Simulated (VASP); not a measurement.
# AlNi3 (Fm-3m) in VASP: further runs

AlNi3 is run at these levels: r2SCAN; tasks: single point.

Everything below comes from runs of VASP 6.6.1. Logs are shortened: lines on timing, memory, paths and dates and some standing lists are left out, and cuts for length are marked.

## Step 1: The cell of the first run

It takes space group Fm-3m (No. 225, cubic). The conventional cell has a = 5.566 Å, b = 5.566 Å, c = 5.566 Å, α = 90.00°, β = 90.00°, γ = 90.00°. Within 3.2 Å of Ni (site symmetry -43m) lie 10 Ni at 2.41 to 2.78 Å and 4 Al at 2.41 Å. Ni (site symmetry m-3m) has 8 Ni at 2.41 Å and 6 Al at 2.78 Å within 3.2 Å. Within 3.2 Å of Al (site symmetry m-3m) lie 14 Ni at 2.41 to 2.78 Å.

## Step 2: Single point, r2SCAN, collinear spin, ferromagnetic start

POSCAR reads:

```
AlNi3
1.0
    0.0000000000      2.7830835660      2.7830835660
    2.7830835660      0.0000000000      2.7830835660
    2.7830835660      2.7830835660      0.0000000000
Ni Al
3 1
Direct
    0.7500000000      0.7500000000      0.7500000000
    0.0000000000      0.0000000000      0.0000000000
    0.2500000000      0.2500000000      0.2500000000
    0.5000000000      0.5000000000      0.5000000000
```

INCAR.step1 reads:

```
SYSTEM = AlNi3
PREC     = Accurate       ! precision mode
ENCUT    = 520            ! plane-wave cutoff, eV
ISMEAR   = -1             ! smearing method
SIGMA    = 0.05           ! smearing width, eV
LREAL    = .False.        ! projectors in reciprocal space
LASPH    = .True.         ! aspherical terms in the spheres
NELM     = 150            ! most SCF steps
ISPIN    = 2              ! spin polarisation
MAGMOM   = 1 1 1 0        ! initial moments
LMAXMIX  = 4              ! l up to which the mixer works
NBANDS   = 28             ! bands
GGA      = PE             ! functional
ALGO     = Normal         ! electronic algorithm
EDIFF    = 1E-4           ! SCF threshold, eV
LWAVE    = .True.         ! write WAVECAR
LCHARG   = .False.        ! write CHGCAR
```

INCAR.step2 reads:

```
SYSTEM = AlNi3
PREC     = Accurate       ! precision mode
ENCUT    = 520            ! plane-wave cutoff, eV
EDIFF    = 1E-6           ! SCF threshold, eV
ISMEAR   = -1             ! smearing method
SIGMA    = 0.05           ! smearing width, eV
LREAL    = .False.        ! projectors in reciprocal space
LASPH    = .True.         ! aspherical terms in the spheres
NELM     = 150            ! most SCF steps
ALGO     = Normal         ! electronic algorithm
ISIF     = 2              ! what is computed and relaxed
LWAVE    = .False.        ! write WAVECAR
LCHARG   = .False.        ! write CHGCAR
ISPIN    = 2              ! spin polarisation
MAGMOM   = 1 1 1 0        ! initial moments
LORBIT   = 11             ! projections on sites
LMAXMIX  = 4              ! l up to which the mixer works
METAGGA  = R2SCAN         ! meta-GGA
LMIXTAU  = .True.       
NBANDS   = 28             ! bands
ISTART   = 1
```

KPOINTS reads:

```
Automatic mesh
0
Gamma
  8 8 8
  0 0 0
```

Potentials or basis: VASP PAW PBE potentials, release 64 (Ni, Al).

Started as:

```
$ cat potpaw_PBE.64/Ni/POTCAR potpaw_PBE.64/Al/POTCAR > POTCAR
$ cp INCAR.step1 INCAR
$ mpirun -np 1 vasp_std > vasp.out
$ cp INCAR.step2 INCAR
$ mpirun -np 1 vasp_std > vasp.out
```

OUTCAR:

```text
SYSTEM = AlNi3
   PREC = Accurate
   ENCUT = 520
   EDIFF = 1E-6
   ISMEAR = -1
   LREAL = .False.
   LASPH = .True.
   NELM = 150
   ISIF = 2
   ISPIN = 2
   LORBIT = 11
   METAGGA = R2SCAN
   ISTART = 1

 ion  position               nearest neighbor table
   1  0.750  0.750  0.750-   4 2.41   4 2.41   4 2.41   2 2.41   4 2.41   2 2.41   2 2.41   2 2.41
                             3 2.78   3 2.78   3 2.78   3 2.78   3 2.78   3 2.78
   2  0.000  0.000  0.000-   1 2.41   1 2.41   1 2.41   1 2.41   3 2.41   3 2.41   3 2.41   3 2.41
                             4 2.78   4 2.78   4 2.78   4 2.78   4 2.78   4 2.78
   3  0.250  0.250  0.250-   2 2.41   2 2.41   2 2.41   2 2.41   4 2.41   4 2.41   4 2.41   4 2.41
                             1 2.78   1 2.78   1 2.78   1 2.78   1 2.78   1 2.78
   4  0.500  0.500  0.500-   3 2.41   3 2.41   3 2.41   1 2.41   3 2.41   1 2.41   1 2.41   1 2.41
                             2 2.78   2 2.78   2 2.78   2 2.78   2 2.78   2 2.78

  LATTYP: Found a face centered cubic cell.
 ALAT       =     5.5661671320

  Lattice vectors:

 A1 = (   0.0000000000,   2.7830835660,   2.7830835660)
 A2 = (   2.7830835660,   0.0000000000,   2.7830835660)
 A3 = (   2.7830835660,   2.7830835660,   0.0000000000)

Analysis of symmetry for initial positions (statically):
=====================================================================
 Subroutine PRICEL returns:
 Original cell was already a primitive cell.

 Routine SETGRP: Setting up the symmetry group for a
 face centered cubic supercell.

 Subroutine GETGRP returns: Found 48 space group operations
 (whereof 48 operations were pure point group operations)
 out of a pool of 48 trial point group operations.

The static configuration has the point symmetry O_h .

Analysis of symmetry for dynamics (positions and initial velocities):
=====================================================================
 Subroutine PRICEL returns:
 Original cell was already a primitive cell.

 Routine SETGRP: Setting up the symmetry group for a
 face centered cubic supercell.

 Subroutine GETGRP returns: Found 48 space group operations
 (whereof 48 operations were pure point group operations)
 out of a pool of 48 trial point group operations.

The dynamic configuration has the point symmetry O_h .

Analysis of structural, dynamic, and magnetic symmetry:
=====================================================================
 Subroutine PRICEL returns:
 Original cell was already a primitive cell.

 Routine SETGRP: Setting up the symmetry group for a
 face centered cubic supercell.

 Subroutine GETGRP returns: Found 48 space group operations
 (whereof 48 operations were pure point group operations)
 out of a pool of 48 trial point group operations.

The overall configuration has the point symmetry O_h .

 Subroutine INISYM returns: Found 48 space group operations
 (whereof 48 operations are pure point group operations),
 and found     1 'primitive' translations

----------------------------------------------------------------------------------------

                                     Primitive cell

  volume of cell :      43.1130

  direct lattice vectors                    reciprocal lattice vectors
     0.000000000  2.783083566  2.783083566    -0.179656840  0.179656840  0.179656840
     2.783083566  0.000000000  2.783083566     0.179656840 -0.179656840  0.179656840
     2.783083566  2.783083566  0.000000000     0.179656840  0.179656840 -0.179656840

  length of vectors
     3.935874524  3.935874524  3.935874524     0.311174775  0.311174775  0.311174775

  position of ions in fractional coordinates (direct lattice)
     0.750000000  0.750000000  0.750000000
     0.000000000  0.000000000  0.000000000
     0.250000000  0.250000000  0.250000000
     0.500000000  0.500000000  0.500000000

  ion indices of the primitive-cell ions
   primitive index   ion index
                 1           1
                 2           2
                 3           3
                 4           4

----------------------------------------------------------------------------------------

 KPOINTS: Automatic mesh

Automatic generation of k-mesh.
 Grid dimensions read from file:
 generate k-points for:    8    8    8

 Generating k-lattice:

  Cartesian coordinates                     Fractional coordinates (reciprocal lattice)
    -0.022457105  0.022457105  0.022457105     0.125000000  0.000000000  0.000000000
     0.022457105 -0.022457105  0.022457105     0.000000000  0.125000000  0.000000000
     0.022457105  0.022457105 -0.022457105     0.000000000  0.000000000  0.125000000

  Length of vectors
     0.038896847  0.038896847  0.038896847

  Shift w.r.t. Gamma in fractional coordinates (k-lattice)
     0.000000000  0.000000000  0.000000000

 Subroutine IBZKPT returns following result:
 ===========================================

 Found     29 irreducible k-points:

 Following reciprocal coordinates:
            Coordinates               Weight
  0.000000  0.000000  0.000000      1.000000
  0.125000  0.000000  0.000000      8.000000
  0.250000  0.000000  0.000000      8.000000
  0.375000  0.000000  0.000000      8.000000
  0.500000  0.000000  0.000000      4.000000
  0.125000  0.125000  0.000000      6.000000
[... 16 lines left out ...]
  0.500000  0.250000  0.125000     48.000000
 -0.375000  0.250000  0.125000     24.000000
 [... further k-points ...]
   k-points           NKPTS =     29   k-points in BZ     NKDIM =     29   number of bands    NBANDS=     28
   number of dos      NEDOS =    301   number of ions     NIONS =      4
   total plane-waves  NPLWV =  27000
   dimension x,y,z NGX =    30 NGY =   30 NGZ =   30
   dimension x,y,z NGXF=    60 NGYF=   60 NGZF=   60
   ions per type =               3   1
   NGX,Y,Z   is equivalent  to a cutoff of  12.67, 12.67, 12.67 a.u.
   NGXF,Y,Z  is equivalent  to a cutoff of  25.34, 25.34, 25.34 a.u.
 SYSTEM =  AlNi3
   PREC   = accura    normal or accurate (medium, high low for compatibility)
   ISTART =      1    job   : 0-new  1-cont  2-samecut
   ICHARG =      0    charge: 1-file 2-atom 10-const
   ISPIN  =      2    spin polarized calculation?
   LNONCOLLINEAR =      F non collinear calculations
   LSORBIT =      F    spin-orbit coupling
   LASPH  =      T    aspherical Exc in radial PAW
   ENCUT  =  520.0 eV  38.22 Ry    6.18 a.u.   7.32  7.32  7.32*2*pi/ulx,y,z
   NELM   =    150;   NELMIN=  2; NELMDL=  0     # of ELM steps
   EDIFF  = 0.1E-05   stopping-criterion for ELM
   LREAL  =      F    real-space projection
   EDIFFG = 0.1E-04   stopping-criterion for IOM
   NSW    =      0    number of steps for IOM
   IBRION =     -1    ionic relax: 0-MD 1-quasi-New 2-CG
   NFREE  =      0    steps in history (QN), initial steepest desc. (CG)
   ISIF   =      2    stress and relaxation
   ISYM   =      2    0-nonsym 1-usesym 2-fastsym
   POTIM  = 0.5000    time-step for ionic-motion
   TEBEG  =    0.0;   TEEND  =   0.0 temperature during run
   PSTRESS=    0.0 pullay stress
   NELECT =      33.0000    total number of electrons
   NUPDOWN=      -1.0000    fix difference up-down
   EMIN   =  10.00;   EMAX   =-10.00  energy-range for DOS
   EFERMI =   0.00;   METHOD = LEGACY
   ISMEAR =    -1;   SIGMA  =   0.05  broadening in eV -4-tet -1-fermi 0-gaus
   EFERMI_NEDOS =   21; number of points for ismear=-14 and -15
   IALGO  =     38    algorithm
   IMIX   =      4    mixing-type and parameters
     AMIX     =   0.40;   BMIX     =  1.00
     AMIX_MAG =   1.60;   BMIX_MAG =  1.00
  volume/ion in A,a.u.               =      10.78        72.74
  Fermi-wavevector in a.u.,A,eV,Ry     =   1.497534  2.829928 30.512518  2.242607
  Thomas-Fermi vector in A             =   2.609409
   LORBIT       =     11    0 simple, 1 ext, 2 COOP (PROOUT), +10 PAW based schemes
   METAGGA = R2SCAN    functional components
   LHFCALC =     F    Hartree Fock is set to
   AEXX    =    0.0000 exact exchange contribution
   IVDW    =     0    specifies the selected vdW correction
   LEPSILON=     F    determine dielectric tensor
   LRPA    =     F    only Hartree local field effects (RPA)
 spin polarized calculation
  energy-cutoff  :      520.00
  volume of cell :       43.11
 maximum number of plane-waves:      1211
 NGX is ok and might be reduce to    30
   NGX = 15   NGY = 15   NGZ = 15

 number of electron      33.0000034 magnetization       0.0002246

 number of electron      33.0000034 magnetization      -0.0000234

 Free energy of the ion-electron system (eV)
  ---------------------------------------------------
  ext. energy  EPLUGINS =         0.00000000
  ---------------------------------------------------
  free energy    TOTEN  =       -44.04428256 eV

  energy without entropy =      -44.02703531  energy(sigma->0) =      -44.03565893

 E-fermi :  10.0478     XC(G=0): -14.0027

 val. band max:       10.0385451719   @ k =   0.5000   0.5000   0.0000
 cond. band min:      10.0577273067   @ k =  -0.2500   0.5000   0.2500
 fundamental gap:      0.0191821348
 Fermi energy:        10.0478167314

 spin component 1

 k-point     1 :       0.0000    0.0000    0.0000
  band No.  band energies     occupation
      1      -0.7577      1.00000
      2       6.1882      1.00000
      3       6.1882      1.00000
      4       6.3240      1.00000
      5       6.3240      1.00000
      6       6.3240      1.00000
[... 20 lines left out ...]
     27      20.3853      0.00000
     28      22.4685      0.00000
[... 683 lines left out ...]
 k-point    24 :      -0.3750    0.2500    0.1250
  band No.  band energies     occupation
      1       2.9690      1.00000
      2       3.7361      1.00000
      3       5.6669      1.00000
      4       6.4675      1.00000
      5       6.6195      1.00000
      6       7.2831      1.00000
[... 20 lines left out ...]
     27      26.1873      0.00000
     28      29.1962      0.00000

 [... further k-points ...]

 spin component 2

 k-point     1 :       0.0000    0.0000    0.0000
  band No.  band energies     occupation
      1      -0.7577      1.00000
      2       6.1882      1.00000
      3       6.1882      1.00000
      4       6.3240      1.00000
      5       6.3240      1.00000
      6       6.3240      1.00000
[... 20 lines left out ...]
     27      20.3853      0.00000
     28      22.4685      0.00000
[... 683 lines left out ...]
 k-point    24 :      -0.3750    0.2500    0.1250
  band No.  band energies     occupation
      1       2.9690      1.00000
      2       3.7361      1.00000
      3       5.6669      1.00000
      4       6.4675      1.00000
      5       6.6195      1.00000
      6       7.2831      1.00000
[... 20 lines left out ...]
     27      26.1873      0.00000
     28      29.1963      0.00000

 [... further k-points ...]

------------------------ aborting loop because EDIFF is reached ----------------------------------------

  FORCE on cell =-STRESS in cart. coord.  units (eV):
  Direction    XX          YY          ZZ          XY          YZ          ZX
  --------------------------------------------------------------------------------------
  -------------------------------------------------------------------------------------
  Total        1.1799450      1.1799450      1.1799450      0.0000000     -0.0000000      0.0000000
  in kB       43.8493940     43.8493940     43.8493940      0.0000000     -0.0000000      0.0000000
  external PRESSURE =      43.8493940 kB  Pullay stress =       0.0000000 kB

 VOLUME and BASIS-vectors are now :
 -----------------------------------------------------------------------------
  energy-cutoff  :      520.00
  volume of cell :       43.11
      direct lattice vectors                 reciprocal lattice vectors
     0.000000000  2.783083566  2.783083566    -0.179656840  0.179656840  0.179656840
     2.783083566  0.000000000  2.783083566     0.179656840 -0.179656840  0.179656840
     2.783083566  2.783083566  0.000000000     0.179656840  0.179656840 -0.179656840

 POSITION                                       TOTAL-FORCE (eV/Angst)
 -----------------------------------------------------------------------------------
      4.17463      4.17463      4.17463         0.000000      0.000000     -0.000000
      0.00000      0.00000      0.00000        -0.000000     -0.000000     -0.000000
      1.39154      1.39154      1.39154         0.000000      0.000000      0.000000
      2.78308      2.78308      2.78308        -0.000000     -0.000000      0.000000
 -----------------------------------------------------------------------------------
    total drift:                                0.000000     -0.000000      0.000000

  FREE ENERGIE OF THE ION-ELECTRON SYSTEM (eV)
  ---------------------------------------------------
  free  energy   TOTEN  =       -44.0442825574 eV

  energy  without entropy=      -44.0270353071  energy(sigma->0) =      -44.03565893

 total charge

# of ion       s       p       d       tot
------------------------------------------
    1        0.505   0.567   8.466   9.539
    2        0.508   0.539   8.432   9.479
    3        0.505   0.567   8.466   9.539
    4        0.409   0.439   0.000   0.848
--------------------------------------------------
tot          1.927   2.113  25.365  29.404

 magnetization (x)

# of ion       s       p       d       tot
------------------------------------------
    1        0.000   0.000   0.000   0.000
    2       -0.000   0.000  -0.000  -0.000
    3        0.000   0.000   0.000   0.000
    4       -0.000   0.000   0.000   0.000
--------------------------------------------------
tot          0.000   0.000  -0.000  -0.000
```

It took 6.5 min on 1 thread of AMD EPYC 9R45 (Zen 5), shared host; peak memory 0.19 GiB.

Results:

```yaml
Free_energy: -44.0443 eV
Pressure: 4.4 GPa
Net_moment: 0.00 μB per cell
Valence_electrons_inside_the_program's_atomic_spheres: Ni 9.54, 9.48; Al 0.85
```

Levels at points of the mesh, in eV from the Fermi level:
Spin up:
| k point | band 12 | band 13 | band 14 | band 15 | band 16 | band 17 | band 18 | band 19 | band 20 | band 21 |
| --- | --- | --- | --- | --- | --- | --- | --- | --- | --- | --- |
| (0.00, 0.00, 0.00) | -0.98 | -0.60 | -0.60 | -0.58 | -0.58 | 5.72 | 5.72 | 5.72 | 6.29 | 6.29 |
| (0.50, 0.00, 0.00) | -1.83 | -0.70 | -0.70 | -0.51 | -0.51 | -0.14 | 4.56 | 4.56 | 5.08 | 5.08 |
| (0.50, 0.50, 0.00) | -1.29 | -1.13 | -0.75 | -0.61 | -0.44 | -0.36 | -0.36 | -0.01 | 4.60 | 5.10 |
Spin down:
```
           k point  band 13  band 14  band 15  band 16  band 17  band 18  band 19  band 20
(0.00, 0.00, 0.00)    -0.60    -0.60    -0.58    -0.58     5.72     5.72     5.72     6.29
(0.50, 0.00, 0.00)    -0.70    -0.70    -0.51    -0.51    -0.14     4.56     4.56     5.08
(0.50, 0.50, 0.00)    -1.13    -0.75    -0.61    -0.44    -0.36    -0.36    -0.01     4.60
```

Caveat: the PAW data sets were made with another functional, which shifts forces and pressure a little.

(Continued in part 2 of 2.)
